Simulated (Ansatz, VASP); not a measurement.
**Two plane-wave programs on Si**

```
Si
1.0
     3.80169    0.00000    0.00000
    -1.90084    3.29236    0.00000
     0.00000    0.00000    6.28869
Si
4
Cartesian
  0.0000 2.1949 0.3364
  1.9008 1.0975 3.4808
  0.0000 2.1949 2.8079
  1.9008 1.0975 5.9523
```

Alike in both runs: task single point; functional LDA; k mesh 12 × 12 × 6; occupations gaussian, width 0.03 eV; no spin polarisation.

```csv
,VASP,Ansatz
version,VASP 6.6.1,Ansatz 0.2.0
potentials or method,"VASP PAW LDA potentials, release 64 (Si), cutoff 520 eV","scalar-relativistic, plane waves, PAW"
valence electrons in the cell,16,16
```

|  | VASP | Ansatz | Ansatz less VASP |
| --- | --- | --- | --- |
| gap on the k mesh at the Fermi level (eV) | none | none | - |
| pressure (GPa) | 0.7 | 0.6 | -0.06 |
| traceless stress, the component that is largest in VASP (GPa) | -4.76 | -4.75 | +0.011 |
| rms of the force components (eV/Å) | 0.745 | 0.745 | 0.0000 |

Ansatz warns that its potentials were made for another functional, while VASP's fit it. LDA's correlation is that of Perdew and Zunger in VASP and of Perdew and Wang (1992) in Ansatz. Atom by atom the forces differ by 0.000 eV/Å (rms over components). A gap of «none» marks a metal or a gap that the smearing closes.
